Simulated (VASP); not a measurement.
Input of a VASP 6.6.1 run:

The input INCAR:

```
  PREC = Accurate
  ENCUT = 520
  EDIFF = 1E-7
  ISMEAR = -1
  SIGMA = 0.05
  LREAL = False
  LASPH = True
  NELM = 60
  ALGO = Normal
  ISIF = 2
  LWAVE = False
  LCHARG = True
  LELF = True
  LVHAR = True
  NBANDS = 12
```

Contents of KPOINTS:

```
regular mesh
0
Gamma
  9 9 9
```

Contents of POSCAR:

```
As
1.0
    1.9055470646      1.1001681106      3.5603049553
   -1.9055470646      1.1001681106      3.5603049553
    0.0000000000     -2.2003362214      3.5603049553
As
2
Direct
    0.2260000000      0.2260000000      0.2260000000
    0.7740000000      0.7740000000      0.7740000000
```

Potentials or basis: VASP PAW LDA potentials, release 64 (As).

Run with:

```sh
$ cat potpaw_LDA.64/As/POTCAR > POTCAR
$ mpirun -np 1 vasp_std > vasp.out
```

Estimate the largest force.

0.075 eV/Å.

Estimate the pressure.

-3.7 GPa.

What does it give for the band gap on the k mesh?

Zero (band 5 reaches 4.95 eV, above the bottom of band 6 at 4.87 eV).

Forces on the atoms (eV/Å):
```
As   0.000  0.000  0.075
As   0.000  0.000 -0.075
```
